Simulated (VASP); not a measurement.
The system is Zn3SnO.

```
Zn Sn O
1.0
     4.08997    0.00000    0.00000
     0.00000    4.08997    0.00000
     0.00000    0.00000    4.08997
Zn Sn O
3 1 1
Direct
  0.00000 0.50000 0.50000
  0.50000 0.00000 0.50000
  0.50000 0.50000 0.00000
  0.50000 0.50000 0.50000
  0.00000 0.00000 0.00000
```

The cell was built from a structure type or drawn by symmetry, and may not be a known phase.

```yaml
Program: VASP 6.6.1
Task: relaxation of cell and atoms
Functional: PBE
Potentials_or_basis: VASP PAW PBE potentials, release 64 (Zn, Sn_d, O)
Cutoff: 600 eV
k_mesh: 4 × 4 × 4
Occupations: gaussian, width 0.1 eV
Spin: no spin polarisation
```

At the start: pressure 92.9 GPa; volume 13.68 Å³/atom.

Problem. How do energy, volume and symmetry change on relaxing?

Solution. Over 5 steps the energy falls by 1883.5 meV/atom and the volume is 25.43 Å³/atom (+85.8 %); space group Pm-3m (No. 221, to 0.1 Å) before and after.

Step by step:
| step | energy change (eV) | largest force (eV/Å) | pressure (GPa) | volume (Å³) |
| --- | --- | --- | --- | --- |
| 1 | 0.0000 | 0.0000 | 92.94 | 68.42 |
| 2 | -7.9324 | 0.0000 | -7.03 | 180.95 |
| 3 | -9.3909 | 0.0000 | 1.69 | 121.86 |
| 4 | -9.4131 | 0.0000 | -0.61 | 129.20 |
| 5 | -9.4173 | 0.0000 | -0.04 | 127.15 |

Final structure:
```
Zn Sn O
1.0
     5.02852    0.00000    0.00000
     0.00000    5.02852    0.00000
     0.00000    0.00000    5.02852
Zn Sn O
3 1 1
Direct
  0.00000 0.50000 0.50000
  0.50000 0.00000 0.50000
  0.50000 0.50000 0.00000
  0.50000 0.50000 0.50000
  0.00000 0.00000 0.00000
```

Caveat: the k points lie up to 0.31 Å⁻¹ apart in the final cell; the volume moved by over 15 % at a fixed basis, so the end points are rough.
